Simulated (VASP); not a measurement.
# BaTiO3 (Pm-3m) in VASP: further runs

The runs below take BaTiO3 through single point, with r2SCAN.

Everything below comes from runs of VASP 6.6.1. Logs are shortened: lines on timing, memory, paths and dates and some standing lists are left out, and cuts for length are marked.

## (1) The cell of the first run

It takes space group Pm-3m (No. 221, cubic). Conventional cell: a = 4.034 Å, b = 4.034 Å, c = 4.034 Å, α = 90.00°, β = 90.00°, γ = 90.00°. Within 3.8 Å of Ba (site symmetry m-3m) lie 12 O at 2.85 Å and 8 Ti at 3.49 Å. Ti (site symmetry m-3m) has 6 O at 2.02 Å within 2.7 Å. Within 2.7 Å of O (site symmetry 4/mmm) lie 2 Ti at 2.02 Å.

## (2) Single point, r2SCAN (13.13 Å³/atom)

POSCAR

```
BaTiO3
1.0
    4.0335816637      0.0000000000      0.0000000000
    0.0000000000      4.0335816637      0.0000000000
    0.0000000000      0.0000000000      4.0335816637
Ba Ti O
1 1 3
Direct
    0.5000000000      0.5000000000      0.5000000000
    0.0000000000      0.0000000000      0.0000000000
    0.5000000000      0.0000000000      0.0000000000
    0.0000000000      0.5000000000      0.0000000000
    0.0000000000      0.0000000000      0.5000000000
```

INCAR.step1

```
PREC = Accurate ; ENCUT = 520
ISMEAR = 0 ; SIGMA = 0.02
LREAL = False ; LASPH = True
NELM = 100 ; NBANDS = 28
GGA = PE ; ALGO = Normal
EDIFF = 1E-4 ; LWAVE = True
LCHARG = False
```

INCAR.step2

```
PREC = Accurate ; ENCUT = 520
EDIFF = 1E-6 ; ISMEAR = 0
SIGMA = 0.02 ; LREAL = False
LASPH = True ; NELM = 100
ALGO = Normal ; ISIF = 2
LWAVE = False ; LCHARG = False
METAGGA = R2SCAN ; LMIXTAU = True
NBANDS = 28 ; ISTART = 1
```

KPOINTS

```
regular mesh
0
Gamma
  8 8 8
```

Potentials or basis: VASP PAW PBE potentials, release 64 (Ba_sv, Ti_sv, O).

On the command line:

```console
cat potpaw_PBE.64/Ba_sv/POTCAR potpaw_PBE.64/Ti_sv/POTCAR potpaw_PBE.64/O/POTCAR > POTCAR
cp INCAR.step1 INCAR
mpirun -np 1 vasp_std > vasp.out
cp INCAR.step2 INCAR
mpirun -np 1 vasp_std > vasp.out
```

OUTCAR:

```text
PREC = Accurate
   ENCUT = 520
   EDIFF = 1E-6
   ISMEAR = 0
   LREAL = False
   LASPH = True
   NELM = 100
   ISIF = 2
   METAGGA = R2SCAN
   ISTART = 1

 ion  position               nearest neighbor table
   1  0.500  0.500  0.500-   3 2.85   4 2.85   5 2.85   3 2.85   4 2.85   3 2.85   5 2.85   3 2.85
                             4 2.85   5 2.85   4 2.85   5 2.85   2 3.49   2 3.49   2 3.49   2 3.49
   2  0.000  0.000  0.000-   3 2.02   4 2.02   5 2.02   5 2.02   4 2.02   3 2.02   1 3.49   1 3.49
                             1 3.49   1 3.49   1 3.49   1 3.49   1 3.49   1 3.49
   3  0.500  0.000  0.000-   2 2.02   2 2.02   1 2.85   1 2.85   1 2.85   1 2.85
   4  0.000  0.500  0.000-   2 2.02   2 2.02   1 2.85   1 2.85   1 2.85   1 2.85
   5  0.000  0.000  0.500-   2 2.02   2 2.02   1 2.85   1 2.85   1 2.85   1 2.85

  LATTYP: Found a simple cubic cell.
 ALAT       =     4.0335816637

  Lattice vectors:

 A1 = (   4.0335816637,   0.0000000000,   0.0000000000)
 A2 = (   0.0000000000,   4.0335816637,   0.0000000000)
 A3 = (   0.0000000000,   0.0000000000,   4.0335816637)

Analysis of symmetry for initial positions (statically):
=====================================================================
 Subroutine PRICEL returns:
 Original cell was already a primitive cell.

 Routine SETGRP: Setting up the symmetry group for a
 simple cubic supercell.

 Subroutine GETGRP returns: Found 48 space group operations
 (whereof 48 operations were pure point group operations)
 out of a pool of 48 trial point group operations.

The static configuration has the point symmetry O_h .

Analysis of symmetry for dynamics (positions and initial velocities):
=====================================================================
 Subroutine PRICEL returns:
 Original cell was already a primitive cell.

 Routine SETGRP: Setting up the symmetry group for a
 simple cubic supercell.

 Subroutine GETGRP returns: Found 48 space group operations
 (whereof 48 operations were pure point group operations)
 out of a pool of 48 trial point group operations.

The dynamic configuration has the point symmetry O_h .

 Subroutine INISYM returns: Found 48 space group operations
 (whereof 48 operations are pure point group operations),
 and found     1 'primitive' translations

----------------------------------------------------------------------------------------

                                     Primitive cell

  volume of cell :      65.6255

  direct lattice vectors                    reciprocal lattice vectors
     4.033581664  0.000000000  0.000000000     0.247918620  0.000000000  0.000000000
     0.000000000  4.033581664  0.000000000     0.000000000  0.247918620  0.000000000
     0.000000000  0.000000000  4.033581664     0.000000000  0.000000000  0.247918620

  length of vectors
     4.033581664  4.033581664  4.033581664     0.247918620  0.247918620  0.247918620

  position of ions in fractional coordinates (direct lattice)
     0.500000000  0.500000000  0.500000000
     0.000000000  0.000000000  0.000000000
     0.500000000  0.000000000  0.000000000
     0.000000000  0.500000000  0.000000000
     0.000000000  0.000000000  0.500000000

  ion indices of the primitive-cell ions
   primitive index   ion index
                 1           1
                 2           2
                 3           3
                 4           4
                 5           5

----------------------------------------------------------------------------------------

 KPOINTS: regular mesh

Automatic generation of k-mesh.
 Grid dimensions read from file:
 generate k-points for:    8    8    8

 Generating k-lattice:

  Cartesian coordinates                     Fractional coordinates (reciprocal lattice)
     0.030989828  0.000000000  0.000000000     0.125000000  0.000000000  0.000000000
     0.000000000  0.030989828  0.000000000     0.000000000  0.125000000  0.000000000
     0.000000000  0.000000000  0.030989828     0.000000000  0.000000000  0.125000000

  Length of vectors
     0.030989828  0.030989828  0.030989828

  Shift w.r.t. Gamma in fractional coordinates (k-lattice)
     0.000000000  0.000000000  0.000000000

 Subroutine IBZKPT returns following result:
 ===========================================

 Found     35 irreducible k-points:

 Following reciprocal coordinates:
            Coordinates               Weight
  0.000000  0.000000  0.000000      1.000000
  0.125000  0.000000  0.000000      6.000000
  0.250000  0.000000  0.000000      6.000000
  0.375000  0.000000  0.000000      6.000000
  0.500000  0.000000  0.000000      3.000000
  0.125000  0.125000  0.000000     12.000000
[... 16 lines left out ...]
  0.375000  0.375000  0.125000     24.000000
  0.500000  0.375000  0.125000     24.000000
 [... further k-points ...]
   k-points           NKPTS =     35   k-points in BZ     NKDIM =     35   number of bands    NBANDS=     28
   number of dos      NEDOS =    301   number of ions     NIONS =      5
   total plane-waves  NPLWV =  27000
   dimension x,y,z NGX =    30 NGY =   30 NGZ =   30
   dimension x,y,z NGXF=    60 NGYF=   60 NGZF=   60
   ions per type =               1   1   3
   NGX,Y,Z   is equivalent  to a cutoff of  12.36, 12.36, 12.36 a.u.
   NGXF,Y,Z  is equivalent  to a cutoff of  24.73, 24.73, 24.73 a.u.
 SYSTEM =  unknown system
   PREC   = accura    normal or accurate (medium, high low for compatibility)
   ISTART =      1    job   : 0-new  1-cont  2-samecut
   ICHARG =      0    charge: 1-file 2-atom 10-const
   ISPIN  =      1    spin polarized calculation?
   LNONCOLLINEAR =      F non collinear calculations
   LSORBIT =      F    spin-orbit coupling
   LASPH  =      T    aspherical Exc in radial PAW
   ENCUT  =  520.0 eV  38.22 Ry    6.18 a.u.   7.50  7.50  7.50*2*pi/ulx,y,z
   NELM   =    100;   NELMIN=  2; NELMDL=  0     # of ELM steps
   EDIFF  = 0.1E-05   stopping-criterion for ELM
   LREAL  =      F    real-space projection
   EDIFFG = 0.1E-04   stopping-criterion for IOM
   NSW    =      0    number of steps for IOM
   IBRION =     -1    ionic relax: 0-MD 1-quasi-New 2-CG
   NFREE  =      0    steps in history (QN), initial steepest desc. (CG)
   ISIF   =      2    stress and relaxation
   ISYM   =      2    0-nonsym 1-usesym 2-fastsym
   POTIM  = 0.5000    time-step for ionic-motion
   TEBEG  =    0.0;   TEEND  =   0.0 temperature during run
   PSTRESS=    0.0 pullay stress
   NELECT =      40.0000    total number of electrons
   NUPDOWN=      -1.0000    fix difference up-down
   EMIN   =  10.00;   EMAX   =-10.00  energy-range for DOS
   EFERMI =   0.00;   METHOD = LEGACY
   ISMEAR =     0;   SIGMA  =   0.02  broadening in eV -4-tet -1-fermi 0-gaus
   EFERMI_NEDOS =   21; number of points for ismear=-14 and -15
   IALGO  =     38    algorithm
   IMIX   =      4    mixing-type and parameters
     AMIX     =   0.40;   BMIX     =  1.00
     AMIX_MAG =   1.60;   BMIX_MAG =  1.00
  volume/ion in A,a.u.               =      13.13        88.57
  Fermi-wavevector in a.u.,A,eV,Ry     =   1.388046  2.623027 26.213974  1.926673
  Thomas-Fermi vector in A             =   2.512210
   LORBIT       =      0    0 simple, 1 ext, 2 COOP (PROOUT), +10 PAW based schemes
   METAGGA = R2SCAN    functional components
   LHFCALC =     F    Hartree Fock is set to
   AEXX    =    0.0000 exact exchange contribution
   IVDW    =     0    specifies the selected vdW correction
   LEPSILON=     F    determine dielectric tensor
   LRPA    =     F    only Hartree local field effects (RPA)
 non-spin polarized calculation
 Gauss-broadening in eV      SIGMA  =   0.02
  energy-cutoff  :      520.00
  volume of cell :       65.63
 maximum number of plane-waves:      1791
 NGX is ok and might be reduce to    30
   NGX = 15   NGY = 15   NGZ = 15

 number of electron      39.9999976 magnetization

 Free energy of the ion-electron system (eV)
  ---------------------------------------------------
  ext. energy  EPLUGINS =         0.00000000
  ---------------------------------------------------
  free energy    TOTEN  =       -74.22467762 eV

  energy without entropy =      -74.22467762  energy(sigma->0) =      -74.22467762

 E-fermi :   3.5560     XC(G=0): -11.7879

 val. band max:        3.3549384087   @ k =   0.5000   0.5000   0.5000
 cond. band min:       5.4342657699   @ k =   0.0000   0.0000   0.0000
 fundamental gap:      2.0793273612
 Fermi energy:         3.5560365332

 k-point     1 :       0.0000    0.0000    0.0000
  band No.  band energies     occupation
      1     -55.6351      2.00000
      2     -30.7796      2.00000
      3     -30.7796      2.00000
      4     -30.7796      2.00000
      5     -22.1723      2.00000
      6     -14.4548      2.00000
[... 20 lines left out ...]
     27       8.9252      0.00000
     28      11.3951      0.00000

 k-point     2 :       0.1250    0.0000    0.0000
  band No.  band energies     occupation
      1     -55.6350      2.00000
      2     -30.7872      2.00000
      3     -30.7793      2.00000
      4     -30.7793      2.00000
      5     -22.1560      2.00000
      6     -14.4580      2.00000
[... 20 lines left out ...]
     27       9.2320      0.00000
     28      11.7660      0.00000

 k-point     3 :       0.2500    0.0000    0.0000
  band No.  band energies     occupation
      1     -55.6346      2.00000
      2     -30.8053      2.00000
      3     -30.7787      2.00000
      4     -30.7787      2.00000
      5     -22.1161      2.00000
      6     -14.5090      2.00000
[... 20 lines left out ...]
     27      10.0429      0.00000
     28      12.2828      0.00000

 k-point     4 :       0.3750    0.0000    0.0000
  band No.  band energies     occupation
      1     -55.6343      2.00000
      2     -30.8234      2.00000
      3     -30.7781      2.00000
      4     -30.7781      2.00000
      5     -22.0755      2.00000
      6     -14.5985      2.00000
[... 578 lines left out ...]
     27      12.2505      0.00000
     28      12.4220      0.00000

 k-point    23 :       0.3750    0.3750    0.1250
  band No.  band energies     occupation
      1     -55.6333      2.00000
      2     -30.8210      2.00000
      3     -30.8207      2.00000
      4     -30.7840      2.00000
      5     -21.9983      2.00000
      6     -14.1893      2.00000
[... 20 lines left out ...]
     27      12.1480      0.00000
     28      12.7633      0.00000

 k-point    24 :       0.5000    0.3750    0.1250
  band No.  band energies     occupation
      1     -55.6332      2.00000
      2     -30.8281      2.00000
      3     -30.8204      2.00000
      4     -30.7837      2.00000
      5     -21.9868      2.00000
      6     -14.1403      2.00000
[... 20 lines left out ...]
     27      12.0390      0.00000
     28      12.9070      0.00000

 [... further k-points ...]

------------------------ aborting loop because EDIFF is reached ----------------------------------------

  FORCE on cell =-STRESS in cart. coord.  units (eV):
  Direction    XX          YY          ZZ          XY          YZ          ZX
  --------------------------------------------------------------------------------------
  -------------------------------------------------------------------------------------
  Total       -1.3264307     -1.3264307     -1.3264307      0.0000000     -0.0000000     -0.0000000
  in kB      -32.3834117    -32.3834117    -32.3834117      0.0000000     -0.0000000     -0.0000000
  external PRESSURE =     -32.3834117 kB  Pullay stress =       0.0000000 kB

 VOLUME and BASIS-vectors are now :
 -----------------------------------------------------------------------------
  energy-cutoff  :      520.00
  volume of cell :       65.63
      direct lattice vectors                 reciprocal lattice vectors
     4.033581664  0.000000000  0.000000000     0.247918620  0.000000000  0.000000000
     0.000000000  4.033581664  0.000000000     0.000000000  0.247918620  0.000000000
     0.000000000  0.000000000  4.033581664     0.000000000  0.000000000  0.247918620

 POSITION                                       TOTAL-FORCE (eV/Angst)
 -----------------------------------------------------------------------------------
      2.01679      2.01679      2.01679         0.000000      0.000000      0.000000
      0.00000      0.00000      0.00000         0.000000      0.000000      0.000000
      2.01679      0.00000      0.00000         0.000000      0.000000      0.000000
      0.00000      2.01679      0.00000         0.000000      0.000000      0.000000
      0.00000      0.00000      2.01679         0.000000      0.000000      0.000000
 -----------------------------------------------------------------------------------
    total drift:                                0.000000     -0.000000      0.000000

  FREE ENERGIE OF THE ION-ELECTRON SYSTEM (eV)
  ---------------------------------------------------
  free  energy   TOTEN  =       -74.2246776244 eV

  energy  without entropy=      -74.2246776244  energy(sigma->0) =      -74.22467762
```

It took 3.6 min on 1 thread of Intel Xeon Platinum 8488C (Sapphire Rapids), shared host; peak memory 0.21 GiB.

What came out:

* Free energy: -74.2247 eV
* Pressure: -3.2 GPa
* Band gap on the k mesh: 2.08 eV (least direct gap 2.26 eV)

Levels at points of the mesh, in eV from the valence-band top:
```
           k point  band 18  band 19  band 20  band 21  band 22  band 23
(0.00, 0.00, 0.00)    -0.18    -0.18    -0.18     2.08     2.08     2.08
(0.50, 0.00, 0.00)    -1.80    -0.75    -0.75     2.22     3.73     3.73
(0.50, 0.50, 0.00)    -0.90    -0.90    -0.09     3.73     3.73     4.16
(0.50, 0.50, 0.50)     0.00     0.00     0.00     4.39     4.39     4.39
```

Caveat: the cell stands under tension; the PAW data sets were made with another functional, which shifts forces and pressure a little; spin-orbit coupling is left out, which moves the levels of the heavy elements. r2SCAN opens gaps a little over a GGA but as a rule still falls short of measured ones.

(Part 1 of 2 ends here.)
